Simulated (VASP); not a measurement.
Here is a VASP 6.6.1 calculation.

Contents of INCAR:

```
ALGO = Normal ; EDIFF = 1E-6
ENCUT = 520 ; GGA = PS
ISIF = 2 ; ISMEAR = -1
LASPH = T ; LCHARG = T
LELF = T ; LREAL = F
LVHAR = T ; LWAVE = F
NBANDS = 32 ; NELM = 100
PREC = Accurate ; SIGMA = 0.05
```

File KPOINTS:

```
k-points
0
Gamma
  7 7 4
```

The input POSCAR:

```
Lu
1.0
    3.5031000000      0.0000000000      0.0000000000
   -1.7515500000      3.0337735920      0.0000000000
    0.0000000000      0.0000000000      5.5509000000
Lu
2
Direct
    0.3331985053      0.7078791264      0.2500000000
    1.5001347305      0.2921206785      0.7500000000
```

Potentials or basis: VASP PAW PBE potentials, release 64 (Lu).

Launch:

```console
$ cat potpaw_PBE.64/Lu/POTCAR > POTCAR
$ mpirun -np 1 vasp_std > vasp.out
```

Q: Predict the largest force.

A: 0.518 eV/Å.

Q: Predict the pressure.

A: -2.8 GPa.

Q: Predict the band gap on the k mesh.

A: Zero (band 25 reaches 3.13 eV, above the bottom of band 26 at 1.57 eV).

Stress tensor (GPa, compression positive):
```
-3.81 -1.23  0.00
-1.23 -2.39  0.00
 0.00  0.00 -2.30
```

Caveat: the PAW data sets were made with another functional, which shifts forces and pressure a little; spin-orbit coupling is left out, which moves the levels of the heavy elements.
